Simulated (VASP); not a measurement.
A run of VASP 6.6.1:

INCAR

```
ALGO     = Normal         # electronic algorithm
EDIFF    = 1E-6           # SCF threshold, eV
ENCUT    = 520            # plane-wave cutoff, eV
GGA      = PS             # functional
ISIF     = 2              # what is computed and relaxed
ISMEAR   = 0              # smearing method
LASPH    = True           # aspherical terms in the spheres
LCHARG   = False          # write CHGCAR
LREAL    = False          # projectors in reciprocal space
LWAVE    = False          # write WAVECAR
NBANDS   = 16             # bands
NELM     = 80             # most SCF steps
PREC     = Accurate       # precision mode
SIGMA    = 0.02           # smearing width, eV
```

Contents of KPOINTS:

```
k-points
0
Gamma
  10 10 10
```

Contents of POSCAR:

```
GaN
1.0
    0.0000000000      2.1830336435      2.1830336435
    2.1830336435      0.0000000000      2.1830336435
    2.1830336435      2.1830336435      0.0000000000
Ga N
1 1
Direct
    0.0000000000      0.0000000000      0.0000000000
    0.7500000000      0.7500000000      0.7500000000
```

Potentials or basis: VASP PAW PBE potentials, release 64 (Ga_d, N).

Command:

```sh
$ cat potpaw_PBE.64/Ga_d/POTCAR potpaw_PBE.64/N/POTCAR > POTCAR
$ mpirun -np 1 vasp_std > vasp.out
```

Hardware: 1 thread of Intel(R) Xeon(R) Platinum 8259CL CPU @ 2.50GHz (Skylake/Cascade Lake) (shared host).

Task: Estimate the wall time of this run.

Result: Run time: 12 s on 1 thread of Intel(R) Xeon(R) Platinum 8259CL CPU @ 2.50GHz (Skylake/Cascade Lake) (shared host), peak memory 0.14 GiB. Counts: scf iterations 13, k points 47.
